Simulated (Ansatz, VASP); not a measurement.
**SiO2 in VASP and in Ansatz**

```xyz
6
Lattice="4.1852 0.0000 0.0000 0.0000 4.1852 0.0000 0.0000 0.0000 2.6688" Properties=species:S:1:pos:R:3 pbc="T T T"
Si    0.0000    0.0000    0.0000
Si    2.0926    2.0926    1.3344
O     1.2811    1.2811    0.0000
O     0.8115    3.3737    1.3344
O     2.9041    2.9041    0.0000
O     3.3737    0.8115    1.3344
```

Alike in both runs: task single point; functional LDA; k mesh 6 × 6 × 10; no spin polarisation.

|  | VASP | Ansatz |
| --- | --- | --- |
| version | VASP 6.6.1 | Ansatz 0.2.0 |
| potentials or method | VASP PAW LDA potentials, release 64 (Si, O) | plane waves, PAW |
| plane-wave cutoff (eV) | 520 | 420 |
| occupations | gaussian, width 0.01 eV | fixed |
| valence electrons in the cell | 32 | 32 |

Ansatz gave:

- gap on the k mesh at the Fermi level (eV): 5.53
- pressure (GPa): -5.1
- traceless stress, the component that is largest in VASP (GPa): 0.38
- rms of the force components (eV/Å): 0.020

Which values does VASP return?

gap on the k mesh at the Fermi level (eV): 5.54; pressure (GPa): -4.1; traceless stress, the component that is largest in VASP (GPa): 1.00; rms of the force components (eV/Å): 0.002.

LDA's correlation is that of Perdew and Zunger in VASP and of Perdew and Wang (1992) in Ansatz. Atom by atom the forces differ by 0.018 eV/Å (rms over components).
